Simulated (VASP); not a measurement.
# NaCl (Pm-3m) in VASP: notebook

The runs below take NaCl through single point, with r2SCANh, PBE.

Program: VASP 6.6.1. These are calculated values, not measurements. Logs are shortened: lines on timing, memory, paths and dates and some standing lists are left out, and cuts for length are marked.

## 1. The cell of the first run

The structure is cubic, space group Pm-3m (No. 221). The conventional cell has a = 3.460 Å, b = 3.460 Å, c = 3.460 Å, α = 90.00°, β = 90.00°, γ = 90.00°. Within 3.9 Å of Na (site symmetry m-3m) lie 8 Cl at 3.00 Å and 6 Na at 3.46 Å. Within 3.9 Å of Cl (site symmetry m-3m) lie 8 Na at 3.00 Å and 6 Cl at 3.46 Å.

## 2. Single point, r2SCANh

File POSCAR:

```
NaCl
1.0
    3.4595453127      0.0000000000      0.0000000000
    0.0000000000      3.4595453127      0.0000000000
    0.0000000000      0.0000000000      3.4595453127
Na Cl
1 1
Direct
    0.0000000000      0.0000000000      0.0000000000
    0.5000000000      0.5000000000      0.5000000000
```

File INCAR.step1:

```
  ALGO = Normal
  EDIFF = 1E-5
  ENCUT = 520
  GGA = PE
  ISIF = 2
  ISMEAR = 0
  LASPH = True
  LREAL = False
  LWAVE = True
  NBANDS = 14
  NELM = 80
  PREC = Accurate
  SIGMA = 0.01
```

File INCAR.step2:

```
  AEXX = 0.1
  ALGO = Normal
  EDIFF = 1E-7
  ENCUT = 520
  ISIF = 2
  ISMEAR = 0
  ISTART = 1
  LASPH = True
  LCHARG = True
  LELF = True
  LHFCALC = True
  LMIXTAU = True
  LREAL = False
  LVHAR = True
  LWAVE = False
  METAGGA = R2SCAN
  NBANDS = 14
  NELM = 80
  PREC = Accurate
  PRECFOCK = Normal
  SIGMA = 0.01
```

File KPOINTS:

```
k-points
0
Gamma
  6 6 6
```

Potentials or basis: VASP PAW PBE potentials, release 64 (Na_pv, Cl).

The run is started by

```bash
> cat potpaw_PBE.64/Na_pv/POTCAR potpaw_PBE.64/Cl/POTCAR > POTCAR
> cp INCAR.step1 INCAR
> mpirun -np 1 vasp_std > vasp.out
> cp INCAR.step2 INCAR
> mpirun -np 1 vasp_std > vasp.out
```

OUTCAR:

```text
AEXX = 0.1
   EDIFF = 1E-7
   ENCUT = 520
   ISIF = 2
   ISMEAR = 0
   ISTART = 1
   LASPH = True
   LHFCALC = True
   LREAL = False
   METAGGA = R2SCAN
   NELM = 80
   PREC = Accurate
   PRECFOCK = Normal

 ion  position               nearest neighbor table
   1  0.000  0.000  0.000-
   2  0.500  0.500  0.500-

  LATTYP: Found a simple cubic cell.
 ALAT       =     3.4595453127

  Lattice vectors:

 A1 = (   3.4595453127,   0.0000000000,   0.0000000000)
 A2 = (   0.0000000000,   3.4595453127,   0.0000000000)
 A3 = (   0.0000000000,   0.0000000000,   3.4595453127)

Analysis of symmetry for initial positions (statically):
=====================================================================
 Subroutine PRICEL returns:
 Original cell was already a primitive cell.

 Routine SETGRP: Setting up the symmetry group for a
 simple cubic supercell.

 Subroutine GETGRP returns: Found 48 space group operations
 (whereof 48 operations were pure point group operations)
 out of a pool of 48 trial point group operations.

The static configuration has the point symmetry O_h .

Analysis of symmetry for dynamics (positions and initial velocities):
=====================================================================
 Subroutine PRICEL returns:
 Original cell was already a primitive cell.

 Routine SETGRP: Setting up the symmetry group for a
 simple cubic supercell.

 Subroutine GETGRP returns: Found 48 space group operations
 (whereof 48 operations were pure point group operations)
 out of a pool of 48 trial point group operations.

The dynamic configuration has the point symmetry O_h .

 Subroutine INISYM returns: Found 48 space group operations
 (whereof 48 operations are pure point group operations),
 and found     1 'primitive' translations

----------------------------------------------------------------------------------------

                                     Primitive cell

  volume of cell :      41.4054

  direct lattice vectors                    reciprocal lattice vectors
     3.459545313  0.000000000  0.000000000     0.289055327  0.000000000  0.000000000
     0.000000000  3.459545313  0.000000000     0.000000000  0.289055327  0.000000000
     0.000000000  0.000000000  3.459545313     0.000000000  0.000000000  0.289055327

  length of vectors
     3.459545313  3.459545313  3.459545313     0.289055327  0.289055327  0.289055327

  position of ions in fractional coordinates (direct lattice)
     0.000000000  0.000000000  0.000000000
     0.500000000  0.500000000  0.500000000

  ion indices of the primitive-cell ions
   primitive index   ion index
                 1           1
                 2           2

----------------------------------------------------------------------------------------

 KPOINTS: k-points

Automatic generation of k-mesh.
 Grid dimensions read from file:
 generate k-points for:    6    6    6

 Generating k-lattice:

  Cartesian coordinates                     Fractional coordinates (reciprocal lattice)
     0.048175888  0.000000000  0.000000000     0.166666667  0.000000000  0.000000000
     0.000000000  0.048175888  0.000000000     0.000000000  0.166666667  0.000000000
     0.000000000  0.000000000  0.048175888     0.000000000  0.000000000  0.166666667

  Length of vectors
     0.048175888  0.048175888  0.048175888

  Shift w.r.t. Gamma in fractional coordinates (k-lattice)
     0.000000000  0.000000000  0.000000000

 Subroutine IBZKPT returns following result:
 ===========================================

 Found     20 irreducible k-points:

 Following reciprocal coordinates:
            Coordinates               Weight
  0.000000  0.000000  0.000000      1.000000
  0.166667  0.000000  0.000000      6.000000
  0.333333  0.000000  0.000000      6.000000
  0.500000  0.000000  0.000000      3.000000
  0.166667  0.166667  0.000000     12.000000
  0.333333  0.166667  0.000000     24.000000
[... 12 lines left out ...]
  0.500000  0.500000  0.333333      6.000000
  0.500000  0.500000  0.500000      1.000000
   k-points           NKPTS =     20   k-points in BZ     NKDIM =    216   number of bands    NBANDS=     14
   number of dos      NEDOS =    301   number of ions     NIONS =      2
   total plane-waves  NPLWV =  21952
   dimension x,y,z NGX =    28 NGY =   28 NGZ =   28
   dimension x,y,z NGXF=    56 NGYF=   56 NGZF=   56
   ions per type =               1   1
   NGX,Y,Z   is equivalent  to a cutoff of  13.46, 13.46, 13.46 a.u.
   NGXF,Y,Z  is equivalent  to a cutoff of  26.91, 26.91, 26.91 a.u.
 SYSTEM =  unknown system
   PREC   = accura    normal or accurate (medium, high low for compatibility)
   ISTART =      1    job   : 0-new  1-cont  2-samecut
   ICHARG =      0    charge: 1-file 2-atom 10-const
   ISPIN  =      1    spin polarized calculation?
   LNONCOLLINEAR =      F non collinear calculations
   LSORBIT =      F    spin-orbit coupling
   LASPH  =      T    aspherical Exc in radial PAW
   ENCUT  =  520.0 eV  38.22 Ry    6.18 a.u.   6.43  6.43  6.43*2*pi/ulx,y,z
   NELM   =     80;   NELMIN=  2; NELMDL=  0     # of ELM steps
   EDIFF  = 0.1E-06   stopping-criterion for ELM
   LREAL  =      F    real-space projection
   EDIFFG = 0.1E-05   stopping-criterion for IOM
   NSW    =      0    number of steps for IOM
   IBRION =     -1    ionic relax: 0-MD 1-quasi-New 2-CG
   NFREE  =      0    steps in history (QN), initial steepest desc. (CG)
   ISIF   =      2    stress and relaxation
   ISYM   =      3    0-nonsym 1-usesym 2-fastsym
   POTIM  = 0.5000    time-step for ionic-motion
   TEBEG  =    0.0;   TEEND  =   0.0 temperature during run
   PSTRESS=    0.0 pullay stress
   NELECT =      14.0000    total number of electrons
   NUPDOWN=      -1.0000    fix difference up-down
   EMIN   =  10.00;   EMAX   =-10.00  energy-range for DOS
   EFERMI =   0.00;   METHOD = LEGACY
   ISMEAR =     0;   SIGMA  =   0.01  broadening in eV -4-tet -1-fermi 0-gaus
   EFERMI_NEDOS =   21; number of points for ismear=-14 and -15
   IALGO  =     38    algorithm
   IMIX   =      1    mixing-type and parameters
     AMIX     =   0.40;   BMIX     =  1.00
     AMIX_MAG =   1.60;   BMIX_MAG =  1.00
  volume/ion in A,a.u.               =      20.70       139.71
  Fermi-wavevector in a.u.,A,eV,Ry     =   1.140508  2.155248 17.697906  1.300759
  Thomas-Fermi vector in A             =   2.277210
   LORBIT       =      0    0 simple, 1 ext, 2 COOP (PROOUT), +10 PAW based schemes
   METAGGA = R2SCAN    functional components
   LHFCALC =     T    Hartree Fock is set to
   PRECFOCK=normal    Normal, Fast or Accurate (Low or Medium for compatibility)
   ENCUT4O =  -1.0   cutoff for four orbital integrals eV
   NKREDX  =     1    reduce k-point grid by
   NKREDY  =     1    reduce k-point grid by
   NKREDZ  =     1    reduce k-point grid by
   AEXX    =    0.1000 exact exchange contribution
   HFSCREEN=    0.0000 screening length (either q_TF or 0.3 A-1)
   HFSCREENC=   0.0000 screening length for correlation (either q_TF or 0.3 A-1)
   ENCUTFOCK=  -1.0 apply spherical cutoff to Coloumb kernel
   IVDW    =     0    specifies the selected vdW correction
   LEPSILON=     F    determine dielectric tensor
   LRPA    =     F    only Hartree local field effects (RPA)
 non-spin polarized calculation
 Gauss-broadening in eV      SIGMA  =   0.01
  energy-cutoff  :      520.00
  volume of cell :       41.41
 maximum number of plane-waves:      1141
 NGX is ok and might be reduce to    28
  NGX = 20; NGY = 20; NGZ = 20

 number of electron      13.9999999 magnetization

 Free energy of the ion-electron system (eV)
  ---------------------------------------------------
  ext. energy  EPLUGINS =         0.00000000
  ---------------------------------------------------
  free energy    TOTEN  =       -13.40155012 eV

  energy without entropy =      -13.40155012  energy(sigma->0) =      -13.40155012

 E-fermi :  -0.0709     XC(G=0):  -8.2839

 val. band max:       -0.1729810908   @ k =   0.5000   0.5000   0.0000
 cond. band min:       5.4548906554   @ k =   0.0000   0.0000   0.0000
 fundamental gap:      5.6278717462
 Fermi energy:        -0.0708506902

 k-point     1 :       0.0000    0.0000    0.0000
  band No.  band energies     occupation
      1     -23.7585      2.00000
      2     -23.7585      2.00000
      3     -23.7585      2.00000
      4     -14.7021      2.00000
      5      -0.7258      2.00000
      6      -0.7258      2.00000
      7      -0.7258      2.00000
      8       5.4549      0.00000
      9       9.7039      0.00000
     10       9.7039      0.00000
     11      17.5449      0.00000
     12      17.5449      0.00000
     13      17.5449      0.00000
     14      17.9463      0.00000

 k-point     2 :       0.1667    0.0000    0.0000
  band No.  band energies     occupation
      1     -23.7695      2.00000
      2     -23.7575      2.00000
      3     -23.7575      2.00000
      4     -14.6049      2.00000
      5      -1.5675      2.00000
      6      -0.6638      2.00000
      7      -0.6638      2.00000
      8       6.1945      0.00000
      9      10.0316      0.00000
     10      10.3667      0.00000
     11      15.5917      0.00000
     12      15.5917      0.00000
     13      17.2188      0.00000
     14      17.7700      0.00000

 k-point     3 :       0.3333    0.0000    0.0000
  band No.  band energies     occupation
      1     -23.7912      2.00000
      2     -23.7555      2.00000
      3     -23.7555      2.00000
      4     -14.3987      2.00000
      5      -2.8579      2.00000
      6      -0.5348      2.00000
      7      -0.5348      2.00000
      8       7.4891      0.00000
      9      10.8922      0.00000
     10      10.9585      0.00000
     11      13.9597      0.00000
     12      13.9597      0.00000
     13      15.8083      0.00000
     14      17.8259      0.00000
[... 256 lines left out ...]
 k-point    19 :       0.5000    0.5000    0.3333
  band No.  band energies     occupation
      1     -23.7872      2.00000
      2     -23.7872      2.00000
      3     -23.7770      2.00000
      4     -13.7406      2.00000
      5      -2.3719      2.00000
      6      -2.3719      2.00000
      7      -1.8023      2.00000
      8       7.8062      0.00000
      9       8.9711      0.00000
     10       8.9711      0.00000
     11      14.9623      0.00000
     12      15.6684      0.00000
     13      17.5371      0.00000
     14      17.5371      0.00000

 k-point    20 :       0.5000    0.5000    0.5000
  band No.  band energies     occupation
      1     -23.7856      2.00000
      2     -23.7856      2.00000
      3     -23.7856      2.00000
      4     -13.6558      2.00000
      5      -2.2528      2.00000
      6      -2.2528      2.00000
      7      -2.2528      2.00000
      8       8.2974      0.00000
      9       8.2974      0.00000
     10       8.2974      0.00000
     11      13.8786      0.00000
     12      18.0241      0.00000
     13      18.0241      0.00000
     14      18.0241      0.00000

------------------------ aborting loop because EDIFF is reached ----------------------------------------

  FORCE on cell =-STRESS in cart. coord.  units (eV):
  Direction    XX          YY          ZZ          XY          YZ          ZX
  --------------------------------------------------------------------------------------
  -------------------------------------------------------------------------------------
  Total       -0.0842893     -0.0842893     -0.0842893      0.0000000     -0.0000000      0.0000000
  in kB       -3.2615662     -3.2615662     -3.2615662      0.0000000     -0.0000000      0.0000000
  external PRESSURE =      -3.2615662 kB  Pullay stress =       0.0000000 kB

 VOLUME and BASIS-vectors are now :
 -----------------------------------------------------------------------------
  energy-cutoff  :      520.00
  volume of cell :       41.41
      direct lattice vectors                 reciprocal lattice vectors
     3.459545313  0.000000000  0.000000000     0.289055327  0.000000000  0.000000000
     0.000000000  3.459545313  0.000000000     0.000000000  0.289055327  0.000000000
     0.000000000  0.000000000  3.459545313     0.000000000  0.000000000  0.289055327

 POSITION                                       TOTAL-FORCE (eV/Angst)
 -----------------------------------------------------------------------------------
      0.00000      0.00000      0.00000         0.000000      0.000000      0.000000
      1.72977      1.72977      1.72977         0.000000      0.000000      0.000000
 -----------------------------------------------------------------------------------
    total drift:                                0.000000      0.000000      0.000000

  FREE ENERGIE OF THE ION-ELECTRON SYSTEM (eV)
  ---------------------------------------------------
  free  energy   TOTEN  =       -13.4015501219 eV

  energy  without entropy=      -13.4015501219  energy(sigma->0) =      -13.40155012
```

Run time: 30 min. Hardware: 1 thread of AMD EPYC 7R13 (Zen 3), shared host; peak memory 0.15 GiB.

What came out:

| Quantity | Value |
| --- | --- |
| Free energy | -13.4016 eV |
| Pressure | -0.3 GPa |
| Band gap on the k mesh | 5.63 eV (least direct gap 6.18 eV) |

Caveat: the PAW data sets were made with another functional, which shifts forces and pressure a little.

(Continued in part 2 of 2.)
